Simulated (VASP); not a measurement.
# HfB (Fm-3m) in VASP: a series of runs

The runs below take HfB through electric field gradients, with PBE.

All numbers are computed with VASP 6.6.1; they aren't measurements. Logs are shortened: lines on timing, memory, paths and dates and some standing lists are left out, and cuts for length are marked.

### Step 1. The cell of the first run

Symmetry: Fm-3m, No. 225, cubic system. Conventional cell: a = 3.785 Å, b = 3.785 Å, c = 3.785 Å, α = 90.00°, β = 90.00°, γ = 90.00°. Within 2.5 Å of Hf (site symmetry m-3m) lie 6 B at 1.89 Å. Within 2.5 Å of B (site symmetry m-3m) lie 6 Hf at 1.89 Å.

### Step 2. Electric field gradients, PBE (volume scaled by 0.55)

Contents of INCAR:

```
PREC = Accurate
ENCUT = 520
EDIFF = 1E-8
ISMEAR = -1
SIGMA = 0.05
LREAL = False
LASPH = True
NELM = 80
ALGO = Normal
ISIF = 2
LWAVE = False
LCHARG = False
GGA = PE
LEFG = True
NBANDS = 14
```

Contents of KPOINTS:

```
regular mesh
0
Gamma
  13 13 13
```

Contents of POSCAR:

```
HfB
1.0
    0.0000000000      1.8926321351      1.8926321351
    1.8926321351      0.0000000000      1.8926321351
    1.8926321351      1.8926321351      0.0000000000
Hf B
1 1
Direct
    0.5000000000      0.5000000000      0.5000000000
    0.0000000000      0.0000000000      0.0000000000
```

Potentials or basis: VASP PAW PBE potentials, release 64 (Hf_pv, B).

Started as:

```sh
cat potpaw_PBE.64/Hf_pv/POTCAR potpaw_PBE.64/B/POTCAR > POTCAR
mpirun -np 1 vasp_std > vasp.out
```

OUTCAR:

```text
PREC = Accurate
   ENCUT = 520
   EDIFF = 1E-8
   ISMEAR = -1
   LREAL = False
   LASPH = True
   NELM = 80
   ISIF = 2
   GGA = PE

 ion  position               nearest neighbor table
   1  0.500  0.500  0.500-   2 1.89   2 1.89   2 1.89   2 1.89   2 1.89   2 1.89
   2  0.000  0.000  0.000-   1 1.89   1 1.89   1 1.89   1 1.89   1 1.89   1 1.89

  LATTYP: Found a face centered cubic cell.
 ALAT       =     3.7852642702

  Lattice vectors:

 A1 = (   0.0000000000,   1.8926321351,   1.8926321351)
 A2 = (   1.8926321351,   0.0000000000,   1.8926321351)
 A3 = (   1.8926321351,   1.8926321351,   0.0000000000)

Analysis of symmetry for initial positions (statically):
=====================================================================
 Subroutine PRICEL returns:
 Original cell was already a primitive cell.

 Routine SETGRP: Setting up the symmetry group for a
 face centered cubic supercell.

 Subroutine GETGRP returns: Found 48 space group operations
 (whereof 48 operations were pure point group operations)
 out of a pool of 48 trial point group operations.

The static configuration has the point symmetry O_h .

Analysis of symmetry for dynamics (positions and initial velocities):
=====================================================================
 Subroutine PRICEL returns:
 Original cell was already a primitive cell.

 Routine SETGRP: Setting up the symmetry group for a
 face centered cubic supercell.

 Subroutine GETGRP returns: Found 48 space group operations
 (whereof 48 operations were pure point group operations)
 out of a pool of 48 trial point group operations.

The dynamic configuration has the point symmetry O_h .

 Subroutine INISYM returns: Found 48 space group operations
 (whereof 48 operations are pure point group operations),
 and found     1 'primitive' translations

----------------------------------------------------------------------------------------

                                     Primitive cell

  volume of cell :      13.5590

  direct lattice vectors                    reciprocal lattice vectors
     0.000000000  1.892632135  1.892632135    -0.264182347  0.264182347  0.264182347
     1.892632135  0.000000000  1.892632135     0.264182347 -0.264182347  0.264182347
     1.892632135  1.892632135  0.000000000     0.264182347  0.264182347 -0.264182347

  length of vectors
     2.676586034  2.676586034  2.676586034     0.457577248  0.457577248  0.457577248

  position of ions in fractional coordinates (direct lattice)
     0.500000000  0.500000000  0.500000000
     0.000000000  0.000000000  0.000000000

  ion indices of the primitive-cell ions
   primitive index   ion index
                 1           1
                 2           2

----------------------------------------------------------------------------------------

 KPOINTS: regular mesh

Automatic generation of k-mesh.
 Grid dimensions read from file:
 generate k-points for:   13   13   13

 Generating k-lattice:

  Cartesian coordinates                     Fractional coordinates (reciprocal lattice)
    -0.020321719  0.020321719  0.020321719     0.076923077  0.000000000  0.000000000
     0.020321719 -0.020321719  0.020321719     0.000000000  0.076923077  0.000000000
     0.020321719  0.020321719 -0.020321719     0.000000000  0.000000000  0.076923077

  Length of vectors
     0.035198250  0.035198250  0.035198250

  Shift w.r.t. Gamma in fractional coordinates (k-lattice)
     0.000000000  0.000000000  0.000000000

 Subroutine IBZKPT returns following result:
 ===========================================

 Found     84 irreducible k-points:

 Following reciprocal coordinates:
            Coordinates               Weight
  0.000000  0.000000  0.000000      1.000000
  0.076923  0.000000  0.000000      8.000000
  0.153846  0.000000  0.000000      8.000000
  0.230769  0.000000  0.000000      8.000000
  0.307692  0.000000  0.000000      8.000000
  0.384615  0.000000  0.000000      8.000000
[... 16 lines left out ...]
  0.384615  0.153846  0.000000     24.000000
  0.461538  0.153846  0.000000     24.000000
 [... further k-points ...]
   k-points           NKPTS =     84   k-points in BZ     NKDIM =     84   number of bands    NBANDS=     14
   number of dos      NEDOS =    301   number of ions     NIONS =      2
   total plane-waves  NPLWV =   8000
   dimension x,y,z NGX =    20 NGY =   20 NGZ =   20
   dimension x,y,z NGXF=    40 NGYF=   40 NGZF=   40
   ions per type =               1   1
   NGX,Y,Z   is equivalent  to a cutoff of  12.42, 12.42, 12.42 a.u.
   NGXF,Y,Z  is equivalent  to a cutoff of  24.84, 24.84, 24.84 a.u.
 SYSTEM =  unknown system
   PREC   = accura    normal or accurate (medium, high low for compatibility)
   ISTART =      0    job   : 0-new  1-cont  2-samecut
   ICHARG =      2    charge: 1-file 2-atom 10-const
   ISPIN  =      1    spin polarized calculation?
   LNONCOLLINEAR =      F non collinear calculations
   LSORBIT =      F    spin-orbit coupling
   LASPH  =      T    aspherical Exc in radial PAW
   ENCUT  =  520.0 eV  38.22 Ry    6.18 a.u.   4.98  4.98  4.98*2*pi/ulx,y,z
   NELM   =     80;   NELMIN=  2; NELMDL= -5     # of ELM steps
   EDIFF  = 0.1E-07   stopping-criterion for ELM
   LREAL  =      F    real-space projection
   EDIFFG = 0.1E-06   stopping-criterion for IOM
   NSW    =      0    number of steps for IOM
   IBRION =     -1    ionic relax: 0-MD 1-quasi-New 2-CG
   NFREE  =      0    steps in history (QN), initial steepest desc. (CG)
   ISIF   =      2    stress and relaxation
   ISYM   =      2    0-nonsym 1-usesym 2-fastsym
   POTIM  = 0.5000    time-step for ionic-motion
   TEBEG  =    0.0;   TEEND  =   0.0 temperature during run
   PSTRESS=    0.0 pullay stress
   NELECT =      13.0000    total number of electrons
   NUPDOWN=      -1.0000    fix difference up-down
   EMIN   =  10.00;   EMAX   =-10.00  energy-range for DOS
   EFERMI =   0.00;   METHOD = LEGACY
   ISMEAR =    -1;   SIGMA  =   0.05  broadening in eV -4-tet -1-fermi 0-gaus
   EFERMI_NEDOS =   21; number of points for ismear=-14 and -15
   IALGO  =     38    algorithm
   IMIX   =      4    mixing-type and parameters
     AMIX     =   0.40;   BMIX     =  1.00
     AMIX_MAG =   1.60;   BMIX_MAG =  1.00
  volume/ion in A,a.u.               =       6.78        45.75
  Fermi-wavevector in a.u.,A,eV,Ry     =   1.614283  3.050553 35.455564  2.605910
  Thomas-Fermi vector in A             =   2.709217
   LORBIT       =      0    0 simple, 1 ext, 2 COOP (PROOUT), +10 PAW based schemes
   GGA     = PE    functional components
[... 5 lines left out ...]
 non-spin polarized calculation
  energy-cutoff  :      520.00
  volume of cell :       13.56
 maximum number of plane-waves:       373
   NGX =  9   NGY =  9   NGZ =  9

 number of electron      13.0000000 magnetization

 Free energy of the ion-electron system (eV)
  ---------------------------------------------------
  ext. energy  EPLUGINS =         0.00000000
  ---------------------------------------------------
  free energy    TOTEN  =        -5.24525787 eV

  energy without entropy =       -5.23781594  energy(sigma->0) =       -5.24153691

 E-fermi :  11.0605     XC(G=0): -15.4561

 val. band max:       11.0315877147   @ k =  -0.3846   0.3077   0.0000
 cond. band min:      11.0736021921   @ k =  -0.3846   0.0769   0.0000
 fundamental gap:      0.0420144775
 Fermi energy:        11.0604864862

 k-point     1 :       0.0000    0.0000    0.0000
  band No.  band energies     occupation
      1     -15.5115      2.00000
      2     -15.5115      2.00000
      3     -15.5115      2.00000
      4      -0.3315      2.00000
      5      12.0792      0.00000
      6      12.0792      0.00000
      7      12.0792      0.00000
      8      15.9938      0.00000
      9      15.9938      0.00000
     10      15.9938      0.00000
     11      16.4288      0.00000
     12      16.4288      0.00000
     13      24.0057      0.00000
     14      28.1533      0.00000

 k-point     2 :       0.0769    0.0000    0.0000
  band No.  band energies     occupation
      1     -15.8522      2.00000
      2     -15.5360      2.00000
      3     -15.5360      2.00000
      4       0.0923      2.00000
      5      11.4056      0.00201
      6      12.0615      0.00000
      7      12.0615      0.00000
      8      14.0368      0.00000
      9      14.0368      0.00000
     10      16.4240      0.00000
[... 362 lines left out ...]
 k-point    24 :       0.4615    0.1538    0.0000
  band No.  band energies     occupation
      1     -19.5128      2.00000
      2     -16.5755      2.00000
      3     -16.2457      2.00000
      4       3.9271      2.00000
      5       5.7558      2.00000
      6       8.3151      2.00000
      7      10.8749      1.95227
      8      16.6692      0.00000
      9      21.6178      0.00000
     10      23.2343      0.00000
     11      26.3410      0.00000
     12      28.1592      0.00000
     13      29.5200      0.00000
     14      33.8311      0.00000

 [... further k-points ...]
[... 5 lines left out ...]
  --------------------------------------------------------------------------------------
  -------------------------------------------------------------------------------------
  Total       37.6086555     37.6086555     37.6086555      0.0000000     -0.0000000      0.0000000
  in kB     4443.9561494   4443.9561494   4443.9561494      0.0000000     -0.0000000      0.0000000
  external PRESSURE =    4443.9561494 kB  Pullay stress =       0.0000000 kB

 VOLUME and BASIS-vectors are now :
 -----------------------------------------------------------------------------
  energy-cutoff  :      520.00
  volume of cell :       13.56
      direct lattice vectors                 reciprocal lattice vectors
     0.000000000  1.892632135  1.892632135    -0.264182347  0.264182347  0.264182347
     1.892632135  0.000000000  1.892632135     0.264182347 -0.264182347  0.264182347
     1.892632135  1.892632135  0.000000000     0.264182347  0.264182347 -0.264182347

 POSITION                                       TOTAL-FORCE (eV/Angst)
 -----------------------------------------------------------------------------------
      1.89263      1.89263      1.89263        -0.000000     -0.000000      0.000000
      0.00000      0.00000      0.00000         0.000000      0.000000     -0.000000
 -----------------------------------------------------------------------------------
    total drift:                                0.000000      0.000000      0.000000

  FREE ENERGIE OF THE ION-ELECTRON SYSTEM (eV)
  ---------------------------------------------------
  free  energy   TOTEN  =        -5.2452578746 eV

  energy  without entropy=       -5.2378159417  energy(sigma->0) =       -5.24153691

 Electric field gradients (V/A^2)
---------------------------------------------------------------------
 ion       V_xx      V_yy      V_zz      V_xy      V_xz      V_yz
---------------------------------------------------------------------
   1       0.000    -0.000     0.000    -0.000    -0.000    -0.000
   2      -0.000     0.000     0.000     0.000     0.000     0.000
---------------------------------------------------------------------

 Electric field gradients after diagonalization (V/A^2)
 (convention: |V_zz| > |V_xx| > |V_yy|)
----------------------------------------------------------------------
 ion       V_xx      V_yy      V_zz     asymmetry (V_yy - V_xx)/ V_zz
----------------------------------------------------------------------
   1       0.000     0.000    -0.000       0.000
   2      -0.000    -0.000     0.000       0.000
----------------------------------------------------------------------

           NMR quadrupolar parameters

 Cq : quadrupolar parameter    Cq=e*Q*V_zz/h
 eta: asymmetry parameters     (V_yy - V_xx)/ V_zz
 Q  : nuclear electric quadrupole moment in mb (millibarn)
----------------------------------------------------------------------
 ion       Cq(MHz)       eta       Q (mb)
----------------------------------------------------------------------
   1      -0.000       0.000       1.000
   2       0.000       0.000       1.000
----------------------------------------------------------------------
```

Run time: 20 s. Hardware: 1 thread of Intel Xeon 8259CL, shared host; peak memory 0.14 GiB.

The run converged, but its numbers aren't listed here, since they failed a check.

Caveat: without QUAD_EFG the Cq values of the log hold for a quadrupole moment of 1 mb, not for the nuclei; spin-orbit coupling is left out, which moves the levels of the heavy elements.

### Step 3. Electric field gradients, PBE (volume scaled by 0.55)

Contents of INCAR:

```
SYSTEM = HfB
ALGO = Normal ; EDIFF = 1E-8
ENCUT = 520 ; GGA = PE
ISIF = 2 ; ISMEAR = -1
LASPH = .TRUE. ; LCHARG = .FALSE.
LEFG = .TRUE. ; LREAL = .FALSE.
LWAVE = .FALSE. ; NBANDS = 14
NELM = 60 ; PREC = Accurate
SIGMA = 0.05
```

Contents of KPOINTS:

```
k-points
0
G
  13 13 13
  0 0 0
```

POSCAR is that of step 2.

Potentials or basis: VASP PAW PBE potentials, release 64 (Hf_pv, B).

Started as:

```sh
cat potpaw_PBE.64/Hf_pv/POTCAR potpaw_PBE.64/B/POTCAR > POTCAR
mpirun -np 1 vasp_std > vasp.out
```

OUTCAR:

```text
SYSTEM = HfB
   EDIFF = 1E-8
   ENCUT = 520
   GGA = PE
   ISIF = 2
   ISMEAR = -1
   LASPH = .TRUE.
   LREAL = .FALSE.
   NELM = 60
   PREC = Accurate

 ion  position               nearest neighbor table
   1  0.500  0.500  0.500-   2 1.89   2 1.89   2 1.89   2 1.89   2 1.89   2 1.89
   2  0.000  0.000  0.000-   1 1.89   1 1.89   1 1.89   1 1.89   1 1.89   1 1.89

  LATTYP: Found a face centered cubic cell.
 ALAT       =     3.7852642702

  Lattice vectors:

 A1 = (   0.0000000000,   1.8926321351,   1.8926321351)
[... 620 lines left out ...]
  ---------------------------------------------------
  free  energy   TOTEN  =        -5.2452578746 eV

  energy  without entropy=       -5.2378159417  energy(sigma->0) =       -5.24153691

 Electric field gradients (V/A^2)
---------------------------------------------------------------------
 ion       V_xx      V_yy      V_zz      V_xy      V_xz      V_yz
---------------------------------------------------------------------
   1       0.000    -0.000     0.000    -0.000    -0.000    -0.000
   2      -0.000     0.000     0.000     0.000     0.000     0.000
---------------------------------------------------------------------

 Electric field gradients after diagonalization (V/A^2)
 (convention: |V_zz| > |V_xx| > |V_yy|)
----------------------------------------------------------------------
 ion       V_xx      V_yy      V_zz     asymmetry (V_yy - V_xx)/ V_zz
----------------------------------------------------------------------
   1       0.000     0.000    -0.000       0.000
   2      -0.000    -0.000     0.000       0.000
----------------------------------------------------------------------

           NMR quadrupolar parameters

 Cq : quadrupolar parameter    Cq=e*Q*V_zz/h
 eta: asymmetry parameters     (V_yy - V_xx)/ V_zz
 Q  : nuclear electric quadrupole moment in mb (millibarn)
----------------------------------------------------------------------
 ion       Cq(MHz)       eta       Q (mb)
----------------------------------------------------------------------
   1      -0.000       0.000       1.000
   2       0.000       0.000       1.000
----------------------------------------------------------------------
```

OSZICAR:

```text
N       E                     dE             d eps       ncg     rms          rms(c)
DAV:   1     0.418636506622E+02    0.41864E+02   -0.73691E+03  2368   0.944E+02
DAV:   2    -0.615256694872E+01   -0.48016E+02   -0.45941E+02  2928   0.227E+02
DAV:   3    -0.694792933424E+01   -0.79536E+00   -0.79268E+00  2754   0.211E+01
DAV:   4    -0.694859218956E+01   -0.66286E-03   -0.66283E-03  2760   0.748E-01
DAV:   5    -0.694859276951E+01   -0.57995E-06   -0.57942E-06  2838   0.208E-02    0.141E+02
DAV:   6    -0.546450847634E+01    0.14841E+01   -0.17910E+00  2766   0.987E+00    0.839E+01
DAV:   7    -0.528898344210E+01    0.17553E+00   -0.88199E-01  2868   0.677E+00    0.712E+00
DAV:   8    -0.524539425997E+01    0.43589E-01   -0.10593E-01  2640   0.260E+00    0.375E-01
DAV:   9    -0.524528893206E+01    0.10533E-03   -0.29041E-03  2886   0.458E-01    0.151E-01
DAV:  10    -0.524525751129E+01    0.31421E-04   -0.73080E-05  2664   0.748E-02    0.147E-01
DAV:  11    -0.524525835020E+01   -0.83891E-06   -0.87321E-06  2754   0.243E-02    0.126E-02
DAV:  12    -0.524525791194E+01    0.43826E-06   -0.12772E-06  2706   0.819E-03    0.293E-03
DAV:  13    -0.524525788349E+01    0.28445E-07   -0.13956E-08  2352   0.100E-03    0.101E-03
DAV:  14    -0.524525787463E+01    0.88585E-08   -0.82622E-10  1344   0.253E-04
   1 F= -.52452579E+01 E0= -.52415369E+01  d E =-.744193E-02
```

stdout:

```text
POSCAR found type information on POSCAR HfB
 POSCAR found :  2 types and       2 ions
 scaLAPACK will be used
 LDA part: xc-table for (Slater+PW92), standard interpolation
 POSCAR, INCAR and KPOINTS ok, starting setup
 FFT: planning ... GRIDC
 FFT: planning ... GRID_SOFT
 FFT: planning ... GRID
 WAVECAR not read
 entering main loop
ion   1

ion   2
```

Wall time 22 s (1 thread of Intel Xeon 8259CL, shared host); peak memory 0.14 GiB.

The run converged, but its numbers aren't listed here, since they failed a check.

Caveat: without QUAD_EFG the Cq values of the log hold for a quadrupole moment of 1 mb, not for the nuclei; spin-orbit coupling is left out, which moves the levels of the heavy elements.

(Part 1 of 3 ends here.)
